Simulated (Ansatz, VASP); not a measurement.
This is a calculation of Au for Ansatz 0.2.0.

input.yaml

```yaml
crystal:
  lattice:
    - [2.8407997153, 0.0, 0.0]
    - [-1.4203998576, 2.4602047205, 0.0]
    - [0.0, 0.0, 4.7803802105]
  atoms:
    - { symbol: Au, position: [0.6666666667, 0.3333333333, 0.25] }
    - { symbol: Au, position: [0.3333333333, 0.6666666667, 0.75] }
hamiltonian:
  xc: pbe0
  pseudopotentials: { kind: paw }
kpoints:
  mp_grid: { grid: [6, 6, 4] }
scf:
  occupations: { method: fermi_dirac, width: 0.05 }
output:
  forces: true
  stress: true
  eigenvalues: true
```

Potentials or basis: Ansatz PAW.

Command:

```console
$ ansatz run input.yaml --threads 2 --pin off --max-ram 5632MiB --backend cpu --events-out ev --progress --plain --runs-dir out
```

Q: Set up the same calculation for VASP 6.6.1. Potentials there: VASP PAW PBE potentials, release 64 (Au).

A: As run (the cutoff follows the program's own potentials):

POSCAR

```
Au
1.0
    2.8407997153      0.0000000000      0.0000000000
   -1.4203998576      2.4602047205      0.0000000000
    0.0000000000      0.0000000000      4.7803802105
Au
2
Direct
    0.6666666667      0.3333333333      0.2500000000
    0.3333333333      0.6666666667      0.7500000000
```

The input INCAR.step1:

```
SYSTEM = Au
ALGO     = Normal         ! electronic algorithm
EDIFF    = 1E-5           ! SCF threshold, eV
ENCUT    = 520            ! plane-wave cutoff, eV
GGA      = PE             ! functional
ISIF     = 2              ! what is computed and relaxed
ISMEAR   = -1             ! smearing method
LASPH    = .True.         ! aspherical terms in the spheres
LCHARG   = .False.        ! write CHGCAR
LREAL    = .False.        ! projectors in reciprocal space
LWAVE    = .True.         ! write WAVECAR
NBANDS   = 18             ! bands
NELM     = 80             ! most SCF steps
PREC     = Accurate       ! precision mode
SIGMA    = 0.05           ! smearing width, eV
```

INCAR.step2

```
SYSTEM = Au
AEXX     = 0.25           ! exact-exchange fraction
ALGO     = Normal         ! electronic algorithm
EDIFF    = 1E-7           ! SCF threshold, eV
ENCUT    = 520            ! plane-wave cutoff, eV
GGA      = PE             ! functional
ISIF     = 2              ! what is computed and relaxed
ISMEAR   = -1             ! smearing method
ISTART   = 1            
LASPH    = .True.         ! aspherical terms in the spheres
LCHARG   = .False.        ! write CHGCAR
LHFCALC  = .True.         ! exact exchange
LREAL    = .False.        ! projectors in reciprocal space
LWAVE    = .False.        ! write WAVECAR
NBANDS   = 18             ! bands
NELM     = 80             ! most SCF steps
PREC     = Accurate       ! precision mode
PRECFOCK = Normal       
SIGMA    = 0.05           ! smearing width, eV
```

Contents of KPOINTS:

```
k-points
0
Gamma
  6 6 4
  0 0 0
```

Potentials or basis: VASP PAW PBE potentials, release 64 (Au).

The run is started by

```console
$ cat potpaw_PBE.64/Au/POTCAR > POTCAR
$ cp INCAR.step1 INCAR
$ mpirun -np 1 vasp_std > vasp.out
$ cp INCAR.step2 INCAR
$ mpirun -np 1 vasp_std > vasp.out
```

Both were run:

|  | VASP | Ansatz | Ansatz less VASP |
| --- | --- | --- | --- |
| gap on the k mesh at the Fermi level (eV) | none | none | - |
| pressure (GPa) | 9.8 | 9.9 | +0.15 |
| traceless stress, the component that is largest in VASP (GPa) | -5.77 | -5.71 | +0.053 |

A gap of «none» marks a metal or a gap that the smearing closes. VASP's potentials hold 22 valence electrons a cell and Ansatz's 38, so a difference there can come from the potentials and not from the codes.

The k mesh is coarse, so the values compare programs but aren't converged. Neither program's run includes spin-orbit coupling.
